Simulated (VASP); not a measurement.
# Se (P3_121) in VASP: settings compared

Se is run at these levels: revPBE, B3LYP5, r2SCANh; tasks: single point, relaxation of cell and atoms.

Program: VASP 6.6.1. These are calculated values, not measurements. Logs are shortened: lines on timing, memory, paths and dates and some standing lists are left out, and cuts for length are marked.

**1. The cell of the first run**

Symmetry: P3_121, No. 152, trigonal system. The conventional cell has a = 6.372 Å, b = 6.372 Å, c = 4.995 Å, α = 90.00°, β = 90.00°, γ = 120.00°. Within 3.1 Å of Se (site symmetry 2) lie 2 Se at 2.37 Å.

**2. Single point, revPBE**

Input file INCAR:

```
SYSTEM = Se
PREC     = Accurate       ! precision mode
ENCUT    = 520            ! plane-wave cutoff, eV
EDIFF    = 1E-7           ! SCF threshold, eV
ISMEAR   = -1             ! smearing method
SIGMA    = 0.05           ! smearing width, eV
LREAL    = .False.        ! projectors in reciprocal space
LASPH    = .True.         ! aspherical terms in the spheres
NELM     = 100            ! most SCF steps
ALGO     = Normal         ! electronic algorithm
ISIF     = 2              ! what is computed and relaxed
LWAVE    = .False.        ! write WAVECAR
LCHARG   = .False.        ! write CHGCAR
GGA      = RE             ! functional
NBANDS   = 16             ! bands
```

Input file KPOINTS:

```
Automatic mesh
0
Gamma
  7 7 6
  0 0 0
```

Input file POSCAR:

```
Se
1.0
    6.3715284102      0.0000000000      0.0000000000
   -3.1857642051      5.5179054642      0.0000000000
    0.0000000000      0.0000000000      4.9948859898
Se
3
Direct
    0.8468551902      0.8468551902      0.0000000000
    0.0000000000      0.1531448098      0.6666666667
    0.1531448098      0.0000000000      0.3333333333
```

Potentials or basis: VASP PAW PBE potentials, release 64 (Se).

On the command line:

```
$ cat potpaw_PBE.64/Se/POTCAR > POTCAR
$ mpirun -np 1 vasp_std > vasp.out
```

OUTCAR:

```text
SYSTEM = Se
   PREC = Accurate
   ENCUT = 520
   EDIFF = 1E-7
   ISMEAR = -1
   LREAL = .False.
   LASPH = .True.
   NELM = 100
   ISIF = 2
   GGA = RE

 ion  position               nearest neighbor table
   1  0.847  0.847  0.000-   3 2.37   2 2.37
   2  0.000  0.153  0.667-   1 2.37   3 2.37
   3  0.153  0.000  0.333-   1 2.37   2 2.37

  LATTYP: Found a hexagonal cell.
 ALAT       =     6.3715284102
 C/A-ratio  =     0.7839384318

  Lattice vectors:

 A1 = (   6.3715284102,   0.0000000000,   0.0000000000)
 A2 = (  -3.1857642051,   5.5179054642,   0.0000000000)
 A3 = (   0.0000000000,   0.0000000000,   4.9948859898)

Analysis of symmetry for initial positions (statically):
=====================================================================
 Subroutine PRICEL returns:
 Original cell was already a primitive cell.

 Routine SETGRP: Setting up the symmetry group for a
 hexagonal supercell.

 Subroutine GETGRP returns: Found  6 space group operations
 (whereof  2 operations were pure point group operations)
 out of a pool of 24 trial point group operations.

The static configuration has the point symmetry C_2 .
 The point group associated with its full space group is D_3 .

Analysis of symmetry for dynamics (positions and initial velocities):
=====================================================================
 Subroutine PRICEL returns:
 Original cell was already a primitive cell.

 Routine SETGRP: Setting up the symmetry group for a
 hexagonal supercell.

 Subroutine GETGRP returns: Found  6 space group operations
 (whereof  2 operations were pure point group operations)
 out of a pool of 24 trial point group operations.

The dynamic configuration has the point symmetry C_2 .
 The point group associated with its full space group is D_3 .

 Subroutine INISYM returns: Found  6 space group operations
 (whereof  2 operations are pure point group operations),
 and found     1 'primitive' translations

----------------------------------------------------------------------------------------

                                     Primitive cell

  volume of cell :     175.6077

  direct lattice vectors                    reciprocal lattice vectors
     6.371528410  0.000000000  0.000000000     0.156948213  0.090614093  0.000000000
    -3.185764205  5.517905464  0.000000000     0.000000000  0.181228186  0.000000000
[... 80 lines left out ...]
   ICHARG =      2    charge: 1-file 2-atom 10-const
   ISPIN  =      1    spin polarized calculation?
   LNONCOLLINEAR =      F non collinear calculations
   LSORBIT =      F    spin-orbit coupling
   LASPH  =      T    aspherical Exc in radial PAW
   ENCUT  =  520.0 eV  38.22 Ry    6.18 a.u.  11.85 11.85  9.29*2*pi/ulx,y,z
   NELM   =    100;   NELMIN=  2; NELMDL= -5     # of ELM steps
   EDIFF  = 0.1E-06   stopping-criterion for ELM
   LREAL  =      F    real-space projection
   EDIFFG = 0.1E-05   stopping-criterion for IOM
   NSW    =      0    number of steps for IOM
   IBRION =     -1    ionic relax: 0-MD 1-quasi-New 2-CG
   NFREE  =      0    steps in history (QN), initial steepest desc. (CG)
   ISIF   =      2    stress and relaxation
   ISYM   =      2    0-nonsym 1-usesym 2-fastsym
   POTIM  = 0.5000    time-step for ionic-motion
   TEBEG  =    0.0;   TEEND  =   0.0 temperature during run
   PSTRESS=    0.0 pullay stress
   NELECT =      18.0000    total number of electrons
   NUPDOWN=      -1.0000    fix difference up-down
   EMIN   =  10.00;   EMAX   =-10.00  energy-range for DOS
   EFERMI =   0.00;   METHOD = LEGACY
   ISMEAR =    -1;   SIGMA  =   0.05  broadening in eV -4-tet -1-fermi 0-gaus
   EFERMI_NEDOS =   21; number of points for ismear=-14 and -15
   IALGO  =     38    algorithm
   IMIX   =      4    mixing-type and parameters
     AMIX     =   0.40;   BMIX     =  1.00
     AMIX_MAG =   1.60;   BMIX_MAG =  1.00
  volume/ion in A,a.u.               =      58.54       395.02
  Fermi-wavevector in a.u.,A,eV,Ry     =   0.766157  1.447827  7.986576  0.586997
  Thomas-Fermi vector in A             =   1.866435
   LORBIT       =      0    0 simple, 1 ext, 2 COOP (PROOUT), +10 PAW based schemes
   GGA     = RE    functional components
   LHFCALC =     F    Hartree Fock is set to
   AEXX    =    0.0000 exact exchange contribution
   IVDW    =     0    specifies the selected vdW correction
   LEPSILON=     F    determine dielectric tensor
   LRPA    =     F    only Hartree local field effects (RPA)
 non-spin polarized calculation
  energy-cutoff  :      520.00
  volume of cell :      175.61
 maximum number of plane-waves:      4770
 NGX is ok and might be reduce to    48
   NGX = 23   NGY = 23   NGZ = 19

 number of electron      18.0000000 magnetization

 Free energy of the ion-electron system (eV)
  ---------------------------------------------------
  ext. energy  EPLUGINS =         0.00000000
  ---------------------------------------------------
  free energy    TOTEN  =        -9.85917828 eV

  energy without entropy =       -9.85917828  energy(sigma->0) =       -9.85917828

 E-fermi :  -1.1450     XC(G=0):  -5.2399

 val. band max:       -2.1134289090   @ k =   0.2857   0.2857   0.3333
 cond. band min:      -0.2277363319   @ k =   0.2857   0.2857   0.5000
 fundamental gap:      1.8856925771
 Fermi energy:        -1.1450063610

 k-point     1 :       0.0000    0.0000    0.0000
  band No.  band energies     occupation
      1     -16.7432      2.00000
      2     -13.1459      2.00000
      3     -13.1459      2.00000
      4      -5.7896      2.00000
      5      -5.7896      2.00000
      6      -4.4020      2.00000
[... 433 lines left out ...]
      3     -11.7074      2.00000
      4      -6.4718      2.00000
      5      -5.7229      2.00000
      6      -4.9366      2.00000
[... 8 lines left out ...]
     15       5.3885      0.00000
     16       5.9233      0.00000

 [... further k-points ...]
[... 5 lines left out ...]
  --------------------------------------------------------------------------------------
  -------------------------------------------------------------------------------------
  Total        0.0655603      0.0655603      0.0578759      0.0000000     -0.0000000      0.0000000
  in kB        0.5981471      0.5981471      0.5280375      0.0000000     -0.0000000      0.0000000
  external PRESSURE =       0.5747772 kB  Pullay stress =       0.0000000 kB

 VOLUME and BASIS-vectors are now :
 -----------------------------------------------------------------------------
  energy-cutoff  :      520.00
  volume of cell :      175.61
      direct lattice vectors                 reciprocal lattice vectors
     6.371528410  0.000000000  0.000000000     0.156948213  0.090614093  0.000000000
    -3.185764205  5.517905464  0.000000000     0.000000000  0.181228186  0.000000000
     0.000000000  0.000000000  4.994885990     0.000000000  0.000000000  0.200204770

 POSITION                                       TOTAL-FORCE (eV/Angst)
 -----------------------------------------------------------------------------------
      2.69788      4.67287      0.00000        -0.013421     -0.023245      0.000000
     -0.48788      0.84504      3.32992        -0.013421      0.023245      0.000000
      0.97577      0.00000      1.66496         0.026841     -0.000000     -0.000000
 -----------------------------------------------------------------------------------
    total drift:                                0.000001      0.000001     -0.000000

  FREE ENERGIE OF THE ION-ELECTRON SYSTEM (eV)
  ---------------------------------------------------
  free  energy   TOTEN  =        -9.8591782815 eV

  energy  without entropy=       -9.8591782770  energy(sigma->0) =       -9.85917828
```

stdout:

```text
POSCAR found type information on POSCAR Se
 POSCAR found :  1 types and       3 ions
 scaLAPACK will be used
 -----------------------------------------------------------------------------
|                                                                             |
|                                                                             |
|     You enforced a specific xc type in the INCAR file but a different       |
|     I HOPE YOU KNOW WHAT YOU ARE DOING!                                     |
|                                                                             |
 -----------------------------------------------------------------------------

 LDA part: xc-table for (Slater+PW92), standard interpolation
 POSCAR, INCAR and KPOINTS ok, starting setup
 FFT: planning ... GRIDC
 FFT: planning ... GRID_SOFT
 FFT: planning ... GRID
 WAVECAR not read
 entering main loop
```

Wall time 92 s (1 thread of AMD EPYC 9R14 (Zen 4), shared host); peak memory 0.29 GiB.

What came out:

```yaml
Free_energy: -9.8592 eV
Pressure: 0.1 GPa
Largest_force: 0.027 eV/Å
Band_gap_on_the_k_mesh: 1.89 eV (least direct gap 2.00 eV)
```

Forces on the atoms (eV/Å):
```
Se  -0.013 -0.023  0.000
Se  -0.013  0.023  0.000
Se   0.027  0.000  0.000
```

Caveat: the PAW data sets were made with another functional, which shifts forces and pressure a little; this functional lacks dispersion, which binds layers or chains, so the pressure and a relaxed spacing across them are unreliable.

**3. Relaxation of cell and atoms, revPBE**

This run uses another cell than the first one, of 27.26 Å³/atom.

Input file INCAR:

```
SYSTEM = Se
PREC = Accurate ; ENCUT = 600
EDIFF = 1E-7 ; ISMEAR = -1
SIGMA = 0.05 ; LREAL = .False.
LASPH = .True. ; NELM = 80
ALGO = Normal ; ISIF = 3
LWAVE = .False. ; LCHARG = .False.
GGA = RE ; IBRION = 2
NSW = 60 ; EDIFFG = -0.01
```

KPOINTS is that of step 2.

Input file POSCAR:

```
Se
1.0
    4.3662000000      0.0000000000      0.0000000000
   -2.1831000000      3.7812401180      0.0000000000
    0.0000000000      0.0000000000      4.9536000000
Se
3
Direct
    0.7746000000      0.7746000000      0.0000000000
    0.0000000000      0.2254000000      0.6666666667
    0.2254000000      0.0000000000      0.3333333333
```

Potentials or basis: VASP PAW PBE potentials, release 64 (Se).

On the command line:

```
$ cat potpaw_PBE.64/Se/POTCAR > POTCAR
$ mpirun -np 1 vasp_std > vasp.out
```

OUTCAR:

```text
SYSTEM = Se
   PREC = Accurate
   ENCUT = 600
   EDIFF = 1E-7
   ISMEAR = -1
   LREAL = .False.
   LASPH = .True.
   NELM = 80
   ISIF = 3
   GGA = RE
   IBRION = 2
   NSW = 60
   EDIFFG = -0.01

 ion  position               nearest neighbor table
   1  0.775  0.775  0.000-   2 2.37   3 2.37
   2  0.000  0.225  0.667-   1 2.37   3 2.37
   3  0.225  0.000  0.333-   1 2.37   2 2.37

  LATTYP: Found a hexagonal cell.
 ALAT       =     4.3662000000
 C/A-ratio  =     1.1345334616

  Lattice vectors:

 A1 = (   4.3662000000,   0.0000000000,   0.0000000000)
 A2 = (  -2.1831000000,   3.7812401180,   0.0000000000)
 A3 = (   0.0000000000,   0.0000000000,   4.9536000000)

Analysis of symmetry for initial positions (statically):
[... 678 lines left out ...]
 [... further k-points ...]

[... ionic steps 4 to 22 ...]

--------------------------------------- Ionic step       23  -------------------------------------------

 number of electron      18.0000001 magnetization

------------------------ aborting loop because EDIFF is reached ----------------------------------------
[... 69 lines left out ...]
--------------------------------------- Ionic step       25  -------------------------------------------

 number of electron      18.0000000 magnetization

 Free energy of the ion-electron system (eV)
  ---------------------------------------------------
  ext. energy  EPLUGINS =         0.00000000
  ---------------------------------------------------
  free energy    TOTEN  =        -9.85098386 eV

  energy without entropy =       -9.85098386  energy(sigma->0) =       -9.85098386

 E-fermi :  -0.9668     XC(G=0):  -5.3997

 val. band max:       -1.9329519932   @ k =   0.2857   0.2857   0.3333
 cond. band min:      -0.0526215536   @ k =   0.2857   0.2857   0.5000
 fundamental gap:      1.8803304396
 Fermi energy:        -0.9667598283

 k-point     1 :       0.0000    0.0000    0.0000
  band No.  band energies     occupation
      1     -16.5569      2.00000
      2     -12.9668      2.00000
      3     -12.9668      2.00000
      4      -5.6000      2.00000
      5      -5.6000      2.00000
      6      -4.2505      2.00000
      7      -3.5487      2.00000
      8      -3.5487      2.00000
      9      -2.0186      2.00000
     10       1.0047      0.00000
     11       1.0047      0.00000
     12       1.5566      0.00000
     13       2.9694      0.00000
[... 398 lines left out ...]
  FREE ENERGIE OF THE ION-ELECTRON SYSTEM (eV)
  ---------------------------------------------------
  free  energy   TOTEN  =        -9.8509838599 eV

  energy  without entropy=       -9.8509838555  energy(sigma->0) =       -9.85098386

 reached required accuracy - stopping structural energy minimisation
```

OSZICAR:

```text
N       E                     dE             d eps       ncg     rms          rms(c)
DAV:   1     0.972481881367E+02    0.97248E+02   -0.79929E+03  1040   0.129E+03
[... 276 lines left out ...]
       N       E                     dE             d eps       ncg     rms          rms(c)
DAV:   1    -0.985106125670E+01   -0.15106E-03   -0.52001E-03  1040   0.443E-01    0.427E-02
DAV:   2    -0.985100170825E+01    0.59548E-04   -0.25809E-04  1260   0.100E-01    0.239E-02
DAV:   3    -0.985098391237E+01    0.17796E-04   -0.47598E-05  1265   0.414E-02    0.614E-03
DAV:   4    -0.985098355938E+01    0.35299E-06   -0.49040E-06  1220   0.137E-02    0.354E-03
DAV:   5    -0.985098376583E+01   -0.20645E-06   -0.43348E-07  1120   0.485E-03    0.118E-03
DAV:   6    -0.985098385990E+01   -0.94077E-07   -0.99283E-08   800   0.228E-03
  25 F= -.98509839E+01 E0= -.98509839E+01  d E =-.527316E-03
```

CONTCAR:

```text
Se
   1.00000000000000
     6.2226803800751016   -0.0000000000000000   -0.0000000000000000
    -3.1113401900375508    5.3889992887672156    0.0000000000000000
     0.0000000000000000   -0.0000000000000001    4.9938783008343952
  Se
     3
Direct
     0.8428662531696182    0.8428662531696258    0.0000000000000000
     0.9999999999999926    0.1571337468303745    0.6666666667000030
     0.1571337468303894    0.0000000000000000    0.3333333332999970

  0.00000000E+00  0.00000000E+00  0.00000000E+00
  0.00000000E+00  0.00000000E+00  0.00000000E+00
  0.00000000E+00  0.00000000E+00  0.00000000E+00
```

It took 13 min on 1 thread of AMD EPYC 9R14 (Zen 4), shared host; peak memory 0.21 GiB.

Results:

- Free energy: -9.8510 eV
- Relaxed volume: 55.82 Å³/atom
- Relaxed cell: a = 6.223 Å, b = 6.223 Å, c = 4.994 Å, α = 90.00°, β = 90.00°, γ = 120.00°
- Space group after relaxing (to 0.1 Å): P3_121 (No. 152)
- Energy gained by relaxing: 91.9 meV/atom
- Ionic steps: 25
- Pressure after relaxing: 0.0 GPa
- Largest force after relaxing: 0.010 eV/Å
- Band gap on the k mesh: 1.88 eV (least direct gap 1.99 eV)

Forces on the atoms (eV/Å):
```
Se   0.005  0.009  0.000
Se   0.005 -0.009  0.000
Se  -0.010  0.000  0.000
```

The path:
| step | energy change (eV) | largest force (eV/Å) | pressure (GPa) | volume (Å³) |
| --- | --- | --- | --- | --- |
| 1 | 0.0000 | 0.4189 | 4.15 | 81.78 |
| 2 | -0.0237 | 0.7546 | -2.12 | 90.42 |
| 3 | -0.0647 | 0.2851 | 0.33 | 86.38 |
| 4 | -0.0765 | 0.2478 | 0.30 | 87.52 |
| 5 | -0.1035 | 0.1066 | 0.32 | 91.01 |
| 6 | -0.1153 | 0.3051 | 0.73 | 98.25 |
| 7 | -0.1181 | 0.1738 | 0.59 | 96.08 |
| 8 | -0.1275 | 0.1174 | 0.34 | 97.84 |
| 9 | -0.1496 | 0.0379 | -0.26 | 103.19 |
| 10 | -0.1750 | 0.2927 | -1.03 | 114.34 |
| 11 | -0.1934 | 0.5897 | -1.59 | 138.35 |
| 12 | -0.1914 | 0.4330 | -1.34 | 126.72 |
| 13 | -0.1986 | 0.4169 | -1.26 | 128.09 |
| 14 | -0.2188 | 0.3562 | -1.02 | 132.23 |
| 15 | -0.2507 | 0.1875 | -0.48 | 140.58 |
| 16 | -0.2621 | 0.3568 | 0.79 | 157.55 |
| 17 | -0.2674 | 0.1947 | 0.44 | 152.61 |
| 18 | -0.2707 | 0.1290 | 0.33 | 156.70 |
| 19 | -0.2738 | 0.0040 | 0.15 | 166.21 |
| 20 | -0.2738 | 0.0150 | 0.13 | 167.01 |
| 21 | -0.2746 | 0.0411 | 0.06 | 167.26 |
| 22 | -0.2750 | 0.1021 | -0.12 | 167.86 |
| 23 | -0.2751 | 0.0812 | -0.06 | 167.65 |
| 24 | -0.2756 | 0.0344 | -0.01 | 167.53 |
| 25 | -0.2756 | 0.0099 | 0.02 | 167.46 |

Final structure:
```
Se
1.0
     6.22268    0.00000    0.00000
    -3.11134    5.38900    0.00000
     0.00000    0.00000    4.99388
Se
3
Cartesian
  2.6224 4.5422 0.0000
  5.7338 0.8468 3.3293
  0.9778 0.0000 1.6646
```

Caveat: the volume moved by over 15 % at a fixed basis, so the end points are rough; the PAW data sets were made with another functional, which shifts forces and pressure a little; this functional lacks dispersion, which binds layers or chains, so the pressure and a relaxed spacing across them are unreliable.

**4. Single point, B3LYP5**

This run uses another cell than the first one, of 27.26 Å³/atom.

POSCAR is that of step 3.

Input file INCAR.step1:

```
SYSTEM = Se
PREC = Accurate ; ENCUT = 400
EDIFF = 1E-5 ; ISMEAR = 1
SIGMA = 0.15 ; LREAL = .False.
LASPH = .True. ; NELM = 120
ALGO = Normal ; ISIF = 2
LWAVE = .True. ; LCHARG = .False.
GGA = PE ; NBANDS = 16
GGA_COMPAT = .False.
```

Input file INCAR.step2:

```
SYSTEM = Se
PREC = Accurate ; ENCUT = 400
EDIFF = 1E-6 ; ISMEAR = 1
SIGMA = 0.15 ; LREAL = .False.
LASPH = .True. ; NELM = 120
ALGO = Normal ; ISIF = 2
LWAVE = .False. ; LCHARG = .False.
GGA = B5 ; LHFCALC = .True.
AEXX = 0.2 ; AGGAX = 0.72
AGGAC = 0.81 ; ALDAC = 0.19
PRECFOCK = Normal ; ISTART = 1
NBANDS = 16 ; GGA_COMPAT = .False.
```

Input file KPOINTS:

```
regular mesh
0
Gamma
  5 5 4
  0 0 0
```

On the command line:

```
$ cat potpaw_PBE.64/Se/POTCAR > POTCAR
$ cp INCAR.step1 INCAR
$ mpirun -np 1 vasp_std > vasp.out
$ cp INCAR.step2 INCAR
$ mpirun -np 1 vasp_std > vasp.out
```

Run time: 13 min. Hardware: 1 thread of Intel Xeon 6975P-C (Granite Rapids), shared host; peak memory 0.18 GiB.

Results (log left out):

```
Free energy            : -12.5415 eV
Pressure               : 3.9 GPa
Largest force          : 0.160 eV/Å
Band gap on the k mesh : 2.43 eV (least direct gap 2.49 eV)
```

Forces in eV/Å, atoms in the order of the input:
```
Se  -0.080 -0.139  0.000
Se  -0.080  0.139  0.000
Se   0.160  0.000  0.000
```

Stress tensor (GPa, compression positive):
```
3.70 0.00 0.00
0.00 3.70 0.00
0.00 0.00 4.40
```

Levels at points of the mesh, in eV from the valence-band top:
```tsv
k point	band 5	band 6	band 7	band 8	band 9	band 10	band 11	band 12	band 13	band 14
(0.00, 0.00, 0.00)	-3.99	-3.97	-2.27	-2.27	-0.56	3.15	3.15	3.46	7.65	7.91
(0.00, 0.00, 0.50)	-3.56	-3.56	-1.72	-1.72	-1.31	2.43	2.43	2.47	7.76	8.72
```

Caveat: the cell stands under pressure; the PAW data sets were made with another functional, which shifts forces and pressure a little.

(Continued in part 2 of 2.)
